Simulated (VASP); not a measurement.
Write the native input for VASP 6.6.1 that does the following.

```yaml
Task: single point
Functional: PBEsol
Potentials_or_basis: VASP PAW PBE potentials, release 64 (Mg, O)
Cutoff: 600 eV
k_mesh: 8 × 8 × 8
Occupations: gaussian, width 0.02 eV
Spin: no spin polarisation
Dipole_correction: no
Further_INCAR_settings: ALGO = Normal; EDIFF = 1e-06; NBANDS = 11
```

The structure of MgO lies in POSCAR:

```
MgO
1.0
    0.0000000000      2.2877000000      2.2877000000
    2.2877000000      0.0000000000      2.2877000000
    2.2877000000      2.2877000000      0.0000000000
Mg O
1 1
Direct
    0.0000000000      0.0000000000      0.0000000000
    0.2500000000      0.2500000000      0.2500000000
```

This cell differs from its parent crystal: volume scaled by 1.000 of the coarse rest volume.

These files were run (other wordings do the same):

INCAR

```
SYSTEM = MgO
PREC = Accurate ; ENCUT = 600
EDIFF = 1E-6 ; ISMEAR = 0
SIGMA = 0.02 ; LREAL = .FALSE.
LASPH = .TRUE. ; NELM = 120
ALGO = Normal ; ISIF = 2
LWAVE = .FALSE. ; LCHARG = .FALSE.
GGA = PS ; NBANDS = 11
GGA_COMPAT = .FALSE.
```

KPOINTS

```
regular mesh
0
G
  8 8 8
  0 0 0
```

Potentials or basis: VASP PAW PBE potentials, release 64 (Mg, O).

Command:

```console
$ cat potpaw_PBE.64/Mg/POTCAR potpaw_PBE.64/O/POTCAR > POTCAR
$ mpirun -np 1 vasp_std > vasp.out
```

It gave:

```
Pressure               : -0.5 GPa
Band gap on the k mesh : 3.49 eV, direct
```

Caveat: the PAW data sets were made with another functional, which shifts forces and pressure a little.

Run time: 40 s on 1 thread of Intel Xeon 8259CL, on a shared host, peak memory 0.16 GiB.
